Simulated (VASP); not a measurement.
## AlNi3: relaxation of cell and atoms with PBE

Crystal: AlNi3.

```
Al Ni
1.0
     3.56675    0.00000    0.00000
     0.00000    3.56675    0.00000
     0.00000    0.00000    3.56675
Al Ni
1 3
Cartesian
  0.0000 0.0000 0.0000
  0.0000 1.7834 1.7834
  1.7834 0.0000 1.7834
  1.7834 1.7834 0.0000
```

```
Program                : VASP 6.6.1
Task                   : relaxation of cell and atoms
Functional             : PBE
Potentials or basis    : VASP PAW PBE potentials, release 64 (Al, Ni)
Cutoff                 : 600 eV
k mesh                 : 14 × 14 × 14
Occupations            : gaussian, width 0.1 eV
Spin                   : collinear spin, ferromagnetic start
Starting moments       : [0.0, 0.3, 0.3, 0.3] μB
Dipole correction      : no
Further INCAR settings : ALGO = Normal; EDIFF = 1e-06; IBRION = 2; EDIFFG = -0.01; NSW = 100; ISIF = 3
```

```
Pressure after relaxing                               : 0.1 GPa
Net moment                                            : 0.71 μB per cell
Site moments                                          : Al -0.01; Ni +0.26 μB
Valence electrons inside the program's atomic spheres : Al 0.80; Ni 9.38
```

Final structure:
```
Al Ni
1.0
     3.56675    0.00000    0.00000
     0.00000    3.56675    0.00000
     0.00000    0.00000    3.56675
Al Ni
1 3
Direct
  0.00000 0.00000 0.00000
  0.00000 0.50000 0.50000
  0.50000 0.00000 0.50000
  0.50000 0.50000 0.00000
```

Levels at points of the mesh, in eV from the Fermi level:
Spin up:
| k point | band 15 | band 16 | band 17 | band 18 | band 19 | band 20 |
| --- | --- | --- | --- | --- | --- | --- |
| (0.00, 0.00, 0.00) | -0.10 | -0.10 | 0.87 | 0.87 | 0.87 | 6.51 |
| (0.50, 0.00, 0.00) | -1.04 | -0.51 | -0.10 | 5.45 | 5.45 | 5.56 |
| (0.50, 0.50, 0.00) | -0.98 | -0.96 | -0.58 | 0.81 | 0.81 | 8.12 |
| (0.50, 0.50, 0.50) | -1.06 | -0.26 | -0.26 | -0.26 | -0.15 | 3.32 |
Spin down:
| k point | band 14 | band 15 | band 16 | band 17 | band 18 | band 19 |
| --- | --- | --- | --- | --- | --- | --- |
| (0.00, 0.00, 0.00) | 0.34 | 0.34 | 0.34 | 0.83 | 0.83 | 0.83 |
| (0.50, 0.00, 0.00) | -0.91 | -0.81 | -0.32 | 0.34 | 5.51 | 5.51 |
| (0.50, 0.50, 0.00) | -1.07 | -0.77 | -0.57 | -0.44 | 1.10 | 1.10 |
| (0.50, 0.50, 0.50) | -0.88 | -0.88 | -0.17 | 0.11 | 0.11 | 0.11 |

Run time: 49 s on 2 MPI ranks on Intel(R) Xeon(R) 6975P-C (Granite Rapids), with other jobs on the host, peak memory 0.31 GiB a rank.

Caveat: the relaxation stopped at its first step, so nothing moved.
